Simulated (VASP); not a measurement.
# PbS (P1) in VASP: single point with PBEsol

Aim: the single point of PbS with PBEsol.

Program: VASP 6.6.1. These are calculated values, not measurements. Logs are shortened: lines on timing, memory, paths and dates and some standing lists are left out, and cuts for length are marked.

## 1. The cell of the first run

The typed cell holds 16 atoms: a = 8.451 Å, b = 8.451 Å, c = 8.454 Å, α = 60.01°, β = 60.01°, γ = 60.00°.

## 2. Single point, PBEsol

The input, INCAR:

```
PREC = Accurate
ENCUT = 520
EDIFF = 1E-7
ISMEAR = -1
SIGMA = 0.02
LREAL = Auto
LASPH = True
NELM = 80
ALGO = Normal
ISIF = 2
LWAVE = False
LCHARG = True
GGA = PS
LELF = True
LVHAR = True
NBANDS = 94
```

The input, KPOINTS:

```
Automatic mesh
0
Gamma
  2 2 2
  0.5 0.5 0.5
```

The input, POSCAR:

```
PbS
1.0
   -4.2253234116     -7.3184748273      0.0000000000
    4.2253234116     -7.3184748273      0.0000000000
    0.0000000000     -4.8789832182      6.9038325036
Pb S
8 8
Direct
    0.0141541897      0.0064887410      0.4671190963
    0.0052831435      0.0141158402      0.9650945321
    0.0074724080      0.5093177801      0.4750215186
    0.0209477161      0.4998573291      0.9662124619
    0.5087467050      0.0082070317      0.4755306561
    0.5007301559      0.0174878567      0.9809063294
    0.5158676214      0.5067338827      0.4682444133
    0.5126520557      0.5127308662      0.9658887287
    0.2613132085      0.2724025372      0.7038406563
    0.2473988764      0.2434415462      0.2318880128
    0.2618415664      0.7651417384      0.7268271641
    0.2759035715      0.7544932090      0.2120626477
    0.7728560626      0.2416101007      0.7198852228
    0.7610359493      0.2731582654      0.2061463686
    0.7613203098      0.7439654253      0.7235184222
    0.7565038896      0.7878075289      0.2021396086
```

Potentials or basis: VASP PAW PBE potentials, release 64 (Pb_d, S).

Command:

```bash
> cat potpaw_PBE.64/Pb_d/POTCAR potpaw_PBE.64/S/POTCAR > POTCAR
> mpirun -np 1 vasp_std > vasp.out
```

OUTCAR:

```text
PREC = Accurate
   ENCUT = 520
   EDIFF = 1E-7
   ISMEAR = -1
   LREAL = Auto
   LASPH = True
   NELM = 80
   ISIF = 2
   GGA = PS

 ion  position               nearest neighbor table
   1  0.014  0.006  0.467-  10 2.81  13 2.92  12 3.03  11 3.03  14 3.07  15 3.08   6 4.11
   2  0.005  0.014  0.965-  16 2.84  13 2.86  11 2.91  14 2.99   9 3.07  12 3.10
   3  0.007  0.509  0.475-   9 2.89  15 2.89  13 3.01  10 3.05  12 3.07  16 3.14
   4  0.021  0.500  0.966-  14 2.91   9 2.93  10 2.95  15 3.00  11 3.03  16 3.14   6 4.07
   5  0.509  0.008  0.476-  11 2.93   9 2.95  16 2.96  15 2.99  10 3.02  14 3.09
   6  0.501  0.017  0.981-  10 2.86  16 2.86  12 2.92  13 2.97   9 3.09  15 3.17   4 4.07   1 4.11

   7  0.516  0.507  0.468-   9 2.92  14 2.97  12 2.97  13 3.04  11 3.09  16 3.12
   8  0.513  0.513  0.966-  15 2.87  12 2.92  14 2.92  11 2.93  13 3.09  10 3.19
   9  0.261  0.272  0.704-   3 2.89   7 2.92   4 2.93   5 2.95   2 3.07   6 3.09
  10  0.247  0.243  0.232-   1 2.81   6 2.86   4 2.95   5 3.02   3 3.05   8 3.19
  11  0.262  0.765  0.727-   2 2.91   8 2.93   5 2.93   4 3.03   1 3.03   7 3.09
  12  0.276  0.754  0.212-   8 2.92   6 2.92   7 2.97   1 3.03   3 3.07   2 3.10
  13  0.773  0.242  0.720-   2 2.86   1 2.92   6 2.97   3 3.01   7 3.04   8 3.09
  14  0.761  0.273  0.206-   4 2.91   8 2.92   7 2.97   2 2.99   1 3.07   5 3.09
  15  0.761  0.744  0.724-   8 2.87   3 2.89   5 2.99   4 3.00   1 3.08   6 3.17
  16  0.757  0.788  0.202-   2 2.84   6 2.86   5 2.96   7 3.12   3 3.14   4 3.14

  LATTYP: Found a trigonal (rhomboedric) cell.
 ALAT       =     8.4538382100
 COS(alpha) =     0.5003774362

  Lattice vectors:

 A1 = (   4.2253234116,   2.4394916091,   6.9038325036)
 A2 = (  -4.2253234116,   2.4394916091,   6.9038325036)
 A3 = (   0.0000000000,  -4.8789832182,   6.9038325036)

Analysis of symmetry for initial positions (statically):
=====================================================================
 Subroutine PRICEL returns:
 Original cell was already a primitive cell.

 Routine SETGRP: Setting up the symmetry group for a
 trigonal (rhombohedral) supercell.

 Subroutine GETGRP returns: Found  1 space group operations
 (whereof  1 operations were pure point group operations)
 out of a pool of 12 trial point group operations.

The static configuration has the point symmetry C_1 .

Analysis of symmetry for dynamics (positions and initial velocities):
=====================================================================
 Subroutine PRICEL returns:
 Original cell was already a primitive cell.

 Routine SETGRP: Setting up the symmetry group for a
 trigonal (rhombohedral) supercell.

 Subroutine GETGRP returns: Found  1 space group operations
 (whereof  1 operations were pure point group operations)
 out of a pool of 12 trial point group operations.

The dynamic configuration has the point symmetry C_1 .

 Subroutine INISYM returns: Found  1 space group operations
 (whereof  1 operations are pure point group operations),
 and found     1 'primitive' translations

----------------------------------------------------------------------------------------

                                     Primitive cell

  volume of cell :     426.9734

  direct lattice vectors                    reciprocal lattice vectors
    -4.225323412 -7.318474827  0.000000000    -0.118334137 -0.068320246 -0.048282361
     4.225323412 -7.318474827  0.000000000     0.118334137 -0.068320246 -0.048282361
     0.000000000 -4.878983218  6.903832504     0.000000000  0.000000000  0.144847083

  length of vectors
     8.450646823  8.450646823  8.453838210     0.144920014  0.144920014  0.144847083

  position of ions in fractional coordinates (direct lattice)
     0.014154190  0.006488741  0.467119096
     0.005283144  0.014115840  0.965094532
     0.007472408  0.509317780  0.475021519
     0.020947716  0.499857329  0.966212462
     0.508746705  0.008207032  0.475530656
     0.500730156  0.017487857  0.980906329
[... 8 lines left out ...]
     0.761320310  0.743965425  0.723518422
     0.756503890  0.787807529  0.202139609

  ion indices of the primitive-cell ions
   primitive index   ion index
                 1           1
                 2           2
                 3           3
                 4           4
                 5           5
                 6           6
[... 8 lines left out ...]
                15          15
                16          16

----------------------------------------------------------------------------------------

 KPOINTS: Automatic mesh

Automatic generation of k-mesh.
 Grid dimensions read from file:
 generate k-points for:    2    2    2

 Generating k-lattice:

  Cartesian coordinates                     Fractional coordinates (reciprocal lattice)
    -0.059167069 -0.034160123 -0.024141181     0.500000000  0.000000000  0.000000000
     0.059167069 -0.034160123 -0.024141181     0.000000000  0.500000000  0.000000000
     0.000000000  0.000000000  0.072423542     0.000000000  0.000000000  0.500000000

  Length of vectors
     0.072460007  0.072460007  0.072423542

  Shift w.r.t. Gamma in fractional coordinates (k-lattice)
     0.500000000  0.500000000  0.500000000

 Subroutine IBZKPT returns following result:
 ===========================================

 Found     12 irreducible k-points:

 Following reciprocal coordinates:
            Coordinates               Weight
  0.250000  0.250000  0.250000      2.000000
  0.000000  0.250000  0.000000      2.000000
 -0.250000 -0.000000  0.000000      2.000000
 -0.250000  0.250000  0.250000      2.000000
  0.500000  0.250000  0.000000      2.000000
 -0.250000  0.500000  0.000000      2.000000
 -0.250000  0.250000 -0.250000      2.000000
  0.500000  0.250000  0.500000      2.000000
 -0.250000  0.500000  0.500000      2.000000
 -0.250000 -0.250000  0.250000      2.000000
 -0.000000 -0.250000  0.500000      2.000000
  0.250000  0.000000  0.500000      2.000000
   k-points           NKPTS =     12   k-points in BZ     NKDIM =     12   number of bands    NBANDS=     94
   number of dos      NEDOS =    301   number of ions     NIONS =     16
   total plane-waves  NPLWV = 262144
   dimension x,y,z NGX =    64 NGY =   64 NGZ =   64
   dimension x,y,z NGXF=   128 NGYF=  128 NGZF=  128
   ions per type =               8   8
   NGX,Y,Z   is equivalent  to a cutoff of  12.59, 12.59, 12.59 a.u.
   NGXF,Y,Z  is equivalent  to a cutoff of  25.18, 25.18, 25.17 a.u.
 SYSTEM =  unknown system
   PREC   = accura    normal or accurate (medium, high low for compatibility)
   ISTART =      0    job   : 0-new  1-cont  2-samecut
   ICHARG =      2    charge: 1-file 2-atom 10-const
   ISPIN  =      1    spin polarized calculation?
   LNONCOLLINEAR =      F non collinear calculations
   LSORBIT =      F    spin-orbit coupling
   LASPH  =      T    aspherical Exc in radial PAW
   ENCUT  =  520.0 eV  38.22 Ry    6.18 a.u.  15.71 15.71 15.72*2*pi/ulx,y,z
   NELM   =     80;   NELMIN=  2; NELMDL= -5     # of ELM steps
   EDIFF  = 0.1E-06   stopping-criterion for ELM
   LREAL  =      T    real-space projection
   EDIFFG = 0.1E-05   stopping-criterion for IOM
   NSW    =      0    number of steps for IOM
   IBRION =     -1    ionic relax: 0-MD 1-quasi-New 2-CG
   NFREE  =      0    steps in history (QN), initial steepest desc. (CG)
   ISIF   =      2    stress and relaxation
   ISYM   =      2    0-nonsym 1-usesym 2-fastsym
   POTIM  = 0.5000    time-step for ionic-motion
   TEBEG  =    0.0;   TEEND  =   0.0 temperature during run
   PSTRESS=    0.0 pullay stress
   NELECT =     160.0000    total number of electrons
   NUPDOWN=      -1.0000    fix difference up-down
   EMIN   =  10.00;   EMAX   =-10.00  energy-range for DOS
   EFERMI =   0.00;   METHOD = LEGACY
   ISMEAR =    -1;   SIGMA  =   0.02  broadening in eV -4-tet -1-fermi 0-gaus
   EFERMI_NEDOS =   21; number of points for ismear=-14 and -15
   IALGO  =     38    algorithm
   IMIX   =      4    mixing-type and parameters
     AMIX     =   0.40;   BMIX     =  1.00
     AMIX_MAG =   1.60;   BMIX_MAG =  1.00
  volume/ion in A,a.u.               =      26.69       180.08
  Fermi-wavevector in a.u.,A,eV,Ry     =   1.180270  2.230386 18.953411  1.393036
  Thomas-Fermi vector in A             =   2.316565
   LORBIT       =      0    0 simple, 1 ext, 2 COOP (PROOUT), +10 PAW based schemes
   GGA     = PS    functional components
   LHFCALC =     F    Hartree Fock is set to
   AEXX    =    0.0000 exact exchange contribution
   IVDW    =     0    specifies the selected vdW correction
   LEPSILON=     F    determine dielectric tensor
   LRPA    =     F    only Hartree local field effects (RPA)
 non-spin polarized calculation
  energy-cutoff  :      520.00
  volume of cell :      426.97
 maximum number of plane-waves:     11504
 NGX is ok and might be reduce to    64
   NGX = 31   NGY = 31   NGZ = 31

 number of electron     160.0000006 magnetization

 Free energy of the ion-electron system (eV)
  ---------------------------------------------------
  ext. energy  EPLUGINS =         0.00000000
  ---------------------------------------------------
  free energy    TOTEN  =       -75.54182294 eV

  energy without entropy =      -75.54182294  energy(sigma->0) =      -75.54182294

 E-fermi :   5.3496     XC(G=0):  -9.7756

 val. band max:        4.8621083880   @ k =   0.0000   0.2500   0.0000
 cond. band min:       6.3262064023   @ k =   0.0000   0.2500   0.0000
 fundamental gap:      1.4640980144
 Fermi energy:         5.3495552479

 k-point     1 :       0.2500    0.2500    0.2500
  band No.  band energies     occupation
      1     -11.4456      2.00000
      2     -11.4378      2.00000
      3     -11.4282      2.00000
      4     -11.3740      2.00000
      5     -11.3665      2.00000
      6     -11.3640      2.00000
[... 84 lines left out ...]
     91       8.4051      0.00000
     92       8.4901      0.00000

 k-point     2 :       0.0000    0.2500    0.0000
  band No.  band energies     occupation
      1     -11.4464      2.00000
      2     -11.4382      2.00000
      3     -11.4281      2.00000
      4     -11.3736      2.00000
      5     -11.3664      2.00000
      6     -11.3626      2.00000
[... 1034 lines left out ...]
     91       8.4369      0.00000
     92       8.7288      0.00000
 [bands above 92 left out]

------------------------ aborting loop because EDIFF is reached ----------------------------------------

  FORCE on cell =-STRESS in cart. coord.  units (eV):
  Direction    XX          YY          ZZ          XY          YZ          ZX
  --------------------------------------------------------------------------------------
  -------------------------------------------------------------------------------------
  Total       -4.7996099     -4.9352112     -4.8840363     -0.1105595      0.2486171     -0.0808607
  in kB      -18.0100840    -18.5189152    -18.3268864     -0.4148641      0.9329123     -0.3034221
  external PRESSURE =     -18.2852952 kB  Pullay stress =       0.0000000 kB

 VOLUME and BASIS-vectors are now :
 -----------------------------------------------------------------------------
  energy-cutoff  :      520.00
  volume of cell :      426.97
      direct lattice vectors                 reciprocal lattice vectors
    -4.225323412 -7.318474827  0.000000000    -0.118334137 -0.068320246 -0.048282361
     4.225323412 -7.318474827  0.000000000     0.118334137 -0.068320246 -0.048282361
     0.000000000 -4.878983218  6.903832504     0.000000000  0.000000000  0.144847083

 POSITION                                       TOTAL-FORCE (eV/Angst)
 -----------------------------------------------------------------------------------
     -0.03239     -2.43014      3.22491        -0.001773      0.103485      0.101668
      0.03732     -4.85065      6.66285        -0.107749     -0.051289      0.085922
      2.12046     -6.09974      3.27947         0.053123     -0.035877     -0.081307
      2.02355     -8.52563      6.67057         0.254778      0.000237      0.033829
     -2.11494     -6.10342      3.28298        -0.114629      0.017173     -0.079044
     -2.04186     -8.57839      6.77201        -0.226106      0.114139     -0.090169
[... 8 lines left out ...]
     -0.07333    -14.54643      4.99505         0.120301      0.017994     -0.032426
      0.13227    -12.28824      1.39554        -0.271468      0.203713      0.247108
 -----------------------------------------------------------------------------------
    total drift:                                0.006370      0.001610      0.007720

  FREE ENERGIE OF THE ION-ELECTRON SYSTEM (eV)
  ---------------------------------------------------
  free  energy   TOTEN  =       -75.5418229393 eV

  energy  without entropy=      -75.5418229393  energy(sigma->0) =      -75.54182294
```

Run time: 10 min. Hardware: 1 thread of AMD EPYC 9R45 (Zen 5), shared host; peak memory 0.68 GiB.

Results:

```yaml
Free_energy: -75.5418 eV
Pressure: -1.8 GPa
Largest_force: 0.420 eV/Å
Band_gap_on_the_k_mesh: 1.46 eV
```

Forces in eV/Å, atoms in the order of the input:
```
Pb  -0.002  0.103  0.102
Pb  -0.108 -0.051  0.086
Pb   0.053 -0.036 -0.081
Pb   0.255  0.000  0.034
Pb  -0.115  0.017 -0.079
Pb  -0.226  0.114 -0.090
Pb   0.081  0.040 -0.142
Pb   0.019 -0.099  0.059
S    0.060 -0.142  0.066
S   -0.012 -0.304 -0.169
S   -0.020  0.191 -0.309
S    0.016  0.140  0.170
S    0.280 -0.124 -0.185
S   -0.130 -0.071  0.325
S    0.120  0.018 -0.032
S   -0.271  0.204  0.247
```

Stress tensor (GPa, compression positive):
```
-1.80 -0.04 -0.03
-0.04 -1.85  0.09
-0.03  0.09 -1.83
```

Caveat: the atoms stand as in a frame of molecular dynamics; the PAW data sets were made with another functional, which shifts forces and pressure a little; spin-orbit coupling is left out, which moves the levels of the heavy elements; a shifted mesh leaves out Γ, where band edges can lie. A k mesh can miss the band edges.
